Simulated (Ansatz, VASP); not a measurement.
# One calculation of W, two programs

```xyz
1
Lattice="-1.5679 1.5679 1.6157 1.5679 -1.5679 1.6157 1.5679 1.5679 -1.6157" Properties=species:S:1:pos:R:3 pbc="T T T"
W     0.0000    0.0000    0.0000
```

Change from the starting cell: strain -0.015 along x and y, +0.015 along z, atoms carried along.

Alike in both runs: task single point; functional PBE; k mesh 26 × 26 × 26; occupations gaussian, width 0.15 eV; no spin polarisation.

```csv
,VASP,Ansatz
version,VASP 6.6.1,Ansatz 0.2.0
potentials or method,"VASP PAW PBE potentials, release 64 (W_sv), cutoff 520 eV","scalar-relativistic, plane waves, PAW"
valence electrons in the cell,14,14
```

VASP gave:

* gap on the k mesh at the Fermi level (eV): none
* pressure (GPa): 5.5
* traceless stress, the component that is largest in VASP (GPa): -6.31

Estimate Ansatz's values.

gap on the k mesh at the Fermi level (eV): none; pressure (GPa): 5.0; traceless stress, the component that is largest in VASP (GPa): -6.32.

A gap of «none» marks a metal or a gap that the smearing closes. The functional is the same, so the differences come from potentials, cutoffs and numerics.

Spin-orbit coupling is off throughout.
